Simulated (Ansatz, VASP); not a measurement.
# TiCo in VASP and in Ansatz

INCAR

```
SYSTEM = TiCo
PREC     = Accurate       ! precision mode
ENCUT    = 600            ! plane-wave cutoff, eV
EDIFF    = 1E-6           ! SCF threshold, eV
ISMEAR   = -1             ! smearing method
SIGMA    = 0.05           ! smearing width, eV
LREAL    = .FALSE.        ! projectors in reciprocal space
LASPH    = .TRUE.         ! aspherical terms in the spheres
NELM     = 200            ! most SCF steps
ALGO     = Normal         ! electronic algorithm
ISIF     = 2              ! what is computed and relaxed
LWAVE    = .FALSE.        ! write WAVECAR
LCHARG   = .TRUE.         ! write CHGCAR
ISPIN    = 2              ! spin polarisation
MAGMOM   = 3 1.5          ! initial moments
LORBIT   = 11             ! projections on sites
NUPDOWN  = 4.5            ! fixed moment
LMAXMIX  = 4              ! l up to which the mixer works
GGA      = PS             ! functional
LELF     = .TRUE.         ! ELF
LVHAR    = .TRUE.       
NBANDS   = 26             ! bands
GGA_COMPAT= .FALSE.
```

KPOINTS

```
regular mesh
0
G
  8 8 8
  0 0 0
```

The input POSCAR:

```
TiCo
1.0
    2.9861109900      0.0000000000      0.0000000000
    0.0000000000      2.9861109900      0.0000000000
    0.0000000000      0.0000000000      2.9861109900
Co Ti
1 1
Direct
    0.5000000000      0.5000000000      0.5000000000
    0.0000000000      0.0000000000      0.0000000000
```

Contents of input.yaml:

```yaml
crystal:
  lattice:
    - [2.98611099, 0.0, 0.0]
    - [0.0, 2.98611099, 0.0]
    - [0.0, 0.0, 2.98611099]
  atoms:
    - { symbol: Co, position: [0.5, 0.5, 0.5], spin: 3.0 }
    - { symbol: Ti, position: [0.0, 0.0, 0.0], spin: 1.5 }
hamiltonian:
  xc: pbesol
  pseudopotentials: { kind: paw }
magnetization:
  spin_polarized: true
  initial_magnetization: 4.5
  spin_locking: { lock_magnetization: hard }
kpoints:
  mp_grid: { grid: [8, 8, 8] }
scf:
  occupations: { method: fermi_dirac, width: 0.05 }
  lower_state_search: "off"
output:
  forces: true
  stress: true
  eigenvalues: true
```

Alike in both runs: task single point; functional PBEsol; k mesh 8 × 8 × 8; occupations fermi-dirac, width 0.05 eV; collinear spin; fixed moment 4.5 μB.

|  | VASP | Ansatz |
| --- | --- | --- |
| version | VASP 6.6.1 | Ansatz 0.2.0 |
| potentials or method | VASP PAW PBE potentials, release 64 (Co_sv, Ti_sv) | Ansatz PAW |
| plane-wave cutoff (eV) | 600 | 420 |
| valence electrons in the cell | 29 | 29 |

Ansatz gave:

- pressure (GPa): 18.8
- net moment per atom (μB): 2.25
- size of the moment on the site where the two differ most (μB): 2.33

Question: Which values does VASP return?

Answer: Pressure (GPa): 17.2; net moment per atom (μB): 2.25; size of the moment on the site where the two differ most (μB): 2.15.

VASP's potentials were made for PBE, not for PBEsol. Site moments also hang on the region over which each program counts them.
